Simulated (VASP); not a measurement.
# Zn2Cd3Se5 (P1) in VASP: single point with PBE

Aim: the single point of Zn2Cd3Se5 with PBE.

Everything below comes from runs of VASP 6.6.1. Logs are shortened: lines on timing, memory, paths and dates and some standing lists are left out, and cuts for length are marked.

## (1) The cell of the first run

The typed cell holds 10 atoms: a = 4.250 Å, b = 4.247 Å, c = 15.347 Å, α = 97.95°, β = 97.96°, γ = 89.99°.

## (2) Single point, PBE

Contents of INCAR:

```
ALGO     = Normal         # electronic algorithm
EDIFF    = 1E-6           # SCF threshold, eV
ENCUT    = 520            # plane-wave cutoff, eV
GGA      = PE             # functional
ISIF     = 2              # what is computed and relaxed
ISMEAR   = 0              # smearing method
LASPH    = True           # aspherical terms in the spheres
LCHARG   = True           # write CHGCAR
LELF     = True           # ELF
LREAL    = False          # projectors in reciprocal space
LVHAR    = True         
LWAVE    = False          # write WAVECAR
NBANDS   = 56             # bands
NELM     = 80             # most SCF steps
PREC     = Accurate       # precision mode
SIGMA    = 0.1            # smearing width, eV
```

Contents of KPOINTS:

```
k-points
0
Gamma
  4 4 4
```

Contents of POSCAR:

```
Zn2Cd3Se5
1.0
    0.0002166689     -4.2500849853      0.0000488900
    4.2471055300     -0.0002106032     -0.0001556273
   -2.1233081422      2.1265249298     15.0502499307
Zn Cd Se
2 3 5
Direct
    0.9032313890      0.9017829725      0.8035428332
    0.0978446982      0.0986427988      0.1965376179
    0.6958204026      0.6976228998      0.3930907448
    0.3037492363      0.3021005704      0.6069981535
    0.4994534375      0.4999619029      1.0000854049
    0.2493786785      0.7489801842      0.4999566140
    0.8575461248      0.3570806524      0.7143563507
    0.4474268951      0.9461950705      0.8925652564
    0.0531644142      0.5539865662      0.1073422479
    0.6423847239      0.1436463826      0.2855247767
```

Potentials or basis: VASP PAW PBE potentials, release 64 (Zn, Cd, Se).

Launch:

```console
> cat potpaw_PBE.64/Zn/POTCAR potpaw_PBE.64/Cd/POTCAR potpaw_PBE.64/Se/POTCAR > POTCAR
> mpirun -np 1 vasp_std > vasp.out
```

OUTCAR:

```text
EDIFF = 1E-6
   ENCUT = 520
   GGA = PE
   ISIF = 2
   ISMEAR = 0
   LASPH = True
   LREAL = False
   NELM = 80
   PREC = Accurate

 ion  position               nearest neighbor table
   1  0.903  0.902  0.804-   8 2.51   7 2.51   7 2.51   8 2.51
   2  0.098  0.099  0.197-  10 2.51  10 2.51   9 2.51   9 2.51
   3  0.696  0.698  0.393-   6 2.66   6 2.67  10 2.67  10 2.67
   4  0.304  0.302  0.607-   6 2.66   6 2.67   7 2.67   7 2.67
   5  0.499  0.500  0.000-   9 2.67   9 2.67   8 2.67   8 2.67
   6  0.249  0.749  0.500-   4 2.66   3 2.66   3 2.67   4 2.67
   7  0.858  0.357  0.714-   1 2.51   1 2.51   4 2.67   4 2.67
   8  0.447  0.946  0.893-   1 2.51   1 2.51   5 2.67   5 2.67
   9  0.053  0.554  0.107-   2 2.51   2 2.51   5 2.67   5 2.67
  10  0.642  0.144  0.286-   2 2.51   2 2.51   3 2.67   3 2.67

  LATTYP: Found a base centered monoclinic cell.
 ALAT       =    30.3986254375
 B/A-ratio  =     0.1397137363
 C/A-ratio  =     0.9901892873
 COS(beta)  =    -0.9901781026

  Lattice vectors:

 A1 = (   2.1230914733,   2.1235600555, -15.0502988207)
 A2 = (  -2.1240140567,   2.1237706587, -15.0501431934)
 A3 = (   0.0007059145,   0.0027542711,  30.1003931241)

Analysis of symmetry for initial positions (statically):
=====================================================================
 Subroutine PRICEL returns:
 Original cell was already a primitive cell.

 Routine SETGRP: Setting up the symmetry group for a
 base centered monoclinic supercell.

 Subroutine GETGRP returns: Found  1 space group operations
 (whereof  1 operations were pure point group operations)
 out of a pool of  4 trial point group operations.

The static configuration has the point symmetry C_1 .

Analysis of symmetry for dynamics (positions and initial velocities):
=====================================================================
 Subroutine PRICEL returns:
 Original cell was already a primitive cell.

 Routine SETGRP: Setting up the symmetry group for a
 base centered monoclinic supercell.

 Subroutine GETGRP returns: Found  1 space group operations
 (whereof  1 operations were pure point group operations)
 out of a pool of  4 trial point group operations.

The dynamic configuration has the point symmetry C_1 .

 Subroutine INISYM returns: Found  1 space group operations
 (whereof  1 operations are pure point group operations),
 and found     1 'primitive' translations

----------------------------------------------------------------------------------------

                                     Primitive cell

  volume of cell :     271.6645

  direct lattice vectors                    reciprocal lattice vectors
     0.000216669 -4.250084985  0.000048890    -0.000010449 -0.235289031  0.033243687
     4.247105530 -0.000210603 -0.000155627     0.235455692  0.000012386  0.033216634
    -2.123308142  2.126524930 15.050249931     0.000002435  0.000000764  0.066444315

  length of vectors
     4.250084991  4.247105538 15.347330997     0.237625905  0.237787148  0.066444315

  position of ions in fractional coordinates (direct lattice)
     0.903231389  0.901782973  0.803542833
     0.097844698  0.098642799  0.196537618
     0.695820403  0.697622900  0.393090745
     0.303749236  0.302100570  0.606998154
     0.499453438  0.499961903  0.000085405
     0.249378679  0.748980184  0.499956614
     0.857546125  0.357080652  0.714356351
     0.447426895  0.946195070  0.892565256
     0.053164414  0.553986566  0.107342248
     0.642384724  0.143646383  0.285524777

  ion indices of the primitive-cell ions
   primitive index   ion index
                 1           1
                 2           2
                 3           3
                 4           4
                 5           5
                 6           6
                 7           7
                 8           8
                 9           9
                10          10

----------------------------------------------------------------------------------------

 KPOINTS: k-points

Automatic generation of k-mesh.
 Grid dimensions read from file:
 generate k-points for:    4    4    4

 Generating k-lattice:

  Cartesian coordinates                     Fractional coordinates (reciprocal lattice)
    -0.000002612 -0.058822258  0.008310922     0.250000000 -0.000000000  0.000000000
     0.058863923  0.000003096  0.008304159     0.000000000  0.250000000 -0.000000000
     0.000000609  0.000000191  0.016611079    -0.000000000  0.000000000  0.250000000

  Length of vectors
     0.059406476  0.059446787  0.016611079

  Shift w.r.t. Gamma in fractional coordinates (k-lattice)
     0.000000000  0.000000000  0.000000000

 Subroutine IBZKPT returns following result:
 ===========================================

 Found     36 irreducible k-points:

 Following reciprocal coordinates:
            Coordinates               Weight
  0.000000  0.000000  0.000000      1.000000
  0.250000 -0.000000 -0.000000      2.000000
  0.500000 -0.000000 -0.000000      1.000000
 -0.000000  0.250000 -0.000000      2.000000
  0.250000  0.250000 -0.000000      2.000000
  0.500000  0.250000  0.000000      2.000000
[... 16 lines left out ...]
 -0.000000 -0.250000  0.250000      2.000000
  0.250000 -0.250000  0.250000      2.000000
 [... further k-points ...]
   k-points           NKPTS =     36   k-points in BZ     NKDIM =     36   number of bands    NBANDS=     56
   number of dos      NEDOS =    301   number of ions     NIONS =     10
   total plane-waves  NPLWV = 122880
   dimension x,y,z NGX =    32 NGY =   32 NGZ =  120
   dimension x,y,z NGXF=    64 NGYF=   64 NGZF=  240
   ions per type =               2   3   5
   NGX,Y,Z   is equivalent  to a cutoff of  12.52, 12.53, 13.00 a.u.
   NGXF,Y,Z  is equivalent  to a cutoff of  25.03, 25.05, 26.00 a.u.
 SYSTEM =  unknown system
   PREC   = accura    normal or accurate (medium, high low for compatibility)
   ISTART =      0    job   : 0-new  1-cont  2-samecut
   ICHARG =      2    charge: 1-file 2-atom 10-const
   ISPIN  =      1    spin polarized calculation?
   LNONCOLLINEAR =      F non collinear calculations
   LSORBIT =      F    spin-orbit coupling
   LASPH  =      T    aspherical Exc in radial PAW
   ENCUT  =  520.0 eV  38.22 Ry    6.18 a.u.   7.90  7.90 28.54*2*pi/ulx,y,z
   NELM   =     80;   NELMIN=  2; NELMDL= -5     # of ELM steps
   EDIFF  = 0.1E-05   stopping-criterion for ELM
   LREAL  =      F    real-space projection
   EDIFFG = 0.1E-04   stopping-criterion for IOM
   NSW    =      0    number of steps for IOM
   IBRION =     -1    ionic relax: 0-MD 1-quasi-New 2-CG
   NFREE  =      0    steps in history (QN), initial steepest desc. (CG)
   ISIF   =      2    stress and relaxation
   ISYM   =      2    0-nonsym 1-usesym 2-fastsym
   POTIM  = 0.5000    time-step for ionic-motion
   TEBEG  =    0.0;   TEEND  =   0.0 temperature during run
   PSTRESS=    0.0 pullay stress
   NELECT =      90.0000    total number of electrons
   NUPDOWN=      -1.0000    fix difference up-down
   EMIN   =  10.00;   EMAX   =-10.00  energy-range for DOS
   EFERMI =   0.00;   METHOD = LEGACY
   ISMEAR =     0;   SIGMA  =   0.10  broadening in eV -4-tet -1-fermi 0-gaus
   EFERMI_NEDOS =   21; number of points for ismear=-14 and -15
   IALGO  =     38    algorithm
   IMIX   =      4    mixing-type and parameters
     AMIX     =   0.40;   BMIX     =  1.00
     AMIX_MAG =   1.60;   BMIX_MAG =  1.00
  volume/ion in A,a.u.               =      27.17       183.33
  Fermi-wavevector in a.u.,A,eV,Ry     =   1.132778  2.140640 17.458799  1.283185
  Thomas-Fermi vector in A             =   2.269479
   LORBIT       =      0    0 simple, 1 ext, 2 COOP (PROOUT), +10 PAW based schemes
   GGA     = PE    functional components
   LHFCALC =     F    Hartree Fock is set to
   AEXX    =    0.0000 exact exchange contribution
   IVDW    =     0    specifies the selected vdW correction
   LEPSILON=     F    determine dielectric tensor
   LRPA    =     F    only Hartree local field effects (RPA)
 non-spin polarized calculation
 Gauss-broadening in eV      SIGMA  =   0.10
  energy-cutoff  :      520.00
  volume of cell :      271.66
 maximum number of plane-waves:      7338
   NGX = 15   NGY = 15   NGZ = 57

 number of electron      90.0000009 magnetization

 Free energy of the ion-electron system (eV)
  ---------------------------------------------------
  ext. energy  EPLUGINS =         0.00000000
  ---------------------------------------------------
  free energy    TOTEN  =       -28.34965152 eV

  energy without entropy =      -28.34965145  energy(sigma->0) =      -28.34965149

 E-fermi :   1.1834     XC(G=0):  -8.8428

 val. band max:        0.8577697892   @ k =   0.0000   0.0000   0.0000
 cond. band min:       1.5003216495   @ k =   0.0000   0.0000   0.0000
 fundamental gap:      0.6425518602
 Fermi energy:         1.1834099205

 k-point     1 :       0.0000    0.0000    0.0000
  band No.  band energies     occupation
      1     -11.7688      2.00000
      2     -11.6432      2.00000
      3     -11.4113      2.00000
      4     -11.1570      2.00000
      5     -11.1267      2.00000
      6      -6.9417      2.00000
[... 48 lines left out ...]
     55       6.7458      0.00000
     56       6.7496      0.00000

 k-point     2 :       0.2500   -0.0000   -0.0000
  band No.  band energies     occupation
      1     -11.5988      2.00000
      2     -11.5128      2.00000
      3     -11.3233      2.00000
      4     -11.1652      2.00000
      5     -11.1261      2.00000
      6      -6.9184      2.00000
[... 48 lines left out ...]
     55       6.8546      0.00000
     56       7.1088      0.00000

 k-point     3 :       0.5000   -0.0000   -0.0000
  band No.  band energies     occupation
      1     -11.3167      2.00000
      2     -11.3131      2.00000
      3     -11.2442      2.00000
      4     -11.2379      2.00000
      5     -11.2187      2.00000
      6      -6.9188      2.00000
[... 1172 lines left out ...]
 k-point    23 :      -0.0000   -0.2500    0.2500
  band No.  band energies     occupation
      1     -11.5984      2.00000
      2     -11.5124      2.00000
      3     -11.3231      2.00000
      4     -11.1652      2.00000
      5     -11.1259      2.00000
      6      -6.9186      2.00000
[... 48 lines left out ...]
     55       6.8597      0.00000
     56       7.1017      0.00000

 k-point    24 :       0.2500   -0.2500    0.2500
  band No.  band energies     occupation
      1     -11.4498      2.00000
      2     -11.3973      2.00000
      3     -11.2399      2.00000
      4     -11.1533      2.00000
      5     -11.1052      2.00000
      6      -6.8878      2.00000
[... 48 lines left out ...]
     55       6.7506      0.00000
     56       7.0753      0.00000

 [... further k-points ...]
[... 5 lines left out ...]
  --------------------------------------------------------------------------------------
  -------------------------------------------------------------------------------------
  Total        0.4109547      0.3878418      0.4106365      0.0023020     -0.0020649     -0.0015617
  in kB        2.4236601      2.2873486      2.4217831      0.0135764     -0.0121781     -0.0092104
  external PRESSURE =       2.3775973 kB  Pullay stress =       0.0000000 kB

 VOLUME and BASIS-vectors are now :
 -----------------------------------------------------------------------------
  energy-cutoff  :      520.00
  volume of cell :      271.66
      direct lattice vectors                 reciprocal lattice vectors
     0.000216669 -4.250084985  0.000048890    -0.000010449 -0.235289031  0.033243687
     4.247105530 -0.000210603 -0.000155627     0.235455692  0.000012386  0.033216634
    -2.123308142  2.126524930 15.050249931     0.000002435  0.000000764  0.066444315

 POSITION                                       TOTAL-FORCE (eV/Angst)
 -----------------------------------------------------------------------------------
      2.12399     -2.13025     12.09342         0.000227      0.003807     -0.001139
      0.00166      0.00207      2.95793        -0.001087     -0.000644     -0.004649
      2.12838     -2.12153      5.91604        -0.001361     -0.000700     -0.002039
     -0.00573     -0.00023      9.13544         0.004305     -0.000383     -0.003148
      2.12332     -2.12264      0.00123         0.000375     -0.001159     -0.006879
      2.11949      0.00313      7.52437        -0.000039     -0.002137      0.001574
     -0.00005     -2.12562     10.75123        -0.000521      0.000124      0.016102
      2.12350     -0.00374     13.43320         0.000180      0.002472     -0.010037
      2.12493      0.00220      1.61544         0.000589     -0.002134      0.018802
      0.00396     -2.12304      4.29723        -0.002668      0.000752     -0.008588
 -----------------------------------------------------------------------------------
    total drift:                               -0.000011      0.000193      0.000041

  FREE ENERGIE OF THE ION-ELECTRON SYSTEM (eV)
  ---------------------------------------------------
  free  energy   TOTEN  =       -28.3496515243 eV

  energy  without entropy=      -28.3496514463  energy(sigma->0) =      -28.34965149
```

Wall time 13 min (1 thread of Intel Xeon Platinum 8124M at 3.00GHz (Skylake/Cascade Lake), shared host); peak memory 0.63 GiB.

Results:

```yaml
Free_energy: -28.3497 eV
Pressure: 0.2 GPa
Largest_force: 0.019 eV/Å
Band_gap_on_the_k_mesh: 0.64 eV, direct
```

Forces in eV/Å, atoms in the order of the input:
```
Zn   0.000  0.004 -0.001
Zn  -0.001 -0.001 -0.005
Cd  -0.001 -0.001 -0.002
Cd   0.004  0.000 -0.003
Cd   0.000 -0.001 -0.007
Se   0.000 -0.002  0.002
Se  -0.001  0.000  0.016
Se   0.000  0.002 -0.010
Se   0.001 -0.002  0.019
Se  -0.003  0.001 -0.009
```

Levels at points of the mesh, in eV from the valence-band top:
```tsv
k point	band 41	band 42	band 43	band 44	band 45	band 46	band 47	band 48	band 49	band 50
(0.00, 0.00, 0.00)	-0.62	-0.62	-0.10	0.00	0.00	0.64	2.78	2.90	3.31	3.36
(0.50, 0.00, 0.00)	-1.06	-0.74	-0.63	-0.60	-0.57	2.29	2.77	2.80	3.43	3.71
(0.00, 0.50, 0.00)	-1.06	-0.73	-0.64	-0.61	-0.57	2.28	2.76	2.79	3.43	3.70
(0.50, 0.50, 0.00)	-1.99	-1.97	-1.96	-1.82	-1.77	3.14	3.48	3.62	3.66	3.93
(0.00, 0.00, 0.50)	-1.04	-0.25	-0.25	-0.19	-0.19	1.65	1.67	3.19	3.36	3.44
(0.50, 0.00, 0.50)	-1.06	-0.74	-0.63	-0.60	-0.57	2.29	2.77	2.79	3.43	3.71
(0.00, 0.50, 0.50)	-1.06	-0.73	-0.64	-0.61	-0.57	2.28	2.76	2.79	3.42	3.70
(0.50, 0.50, 0.50)	-1.99	-1.97	-1.96	-1.82	-1.77	3.14	3.48	3.62	3.66	3.92
```
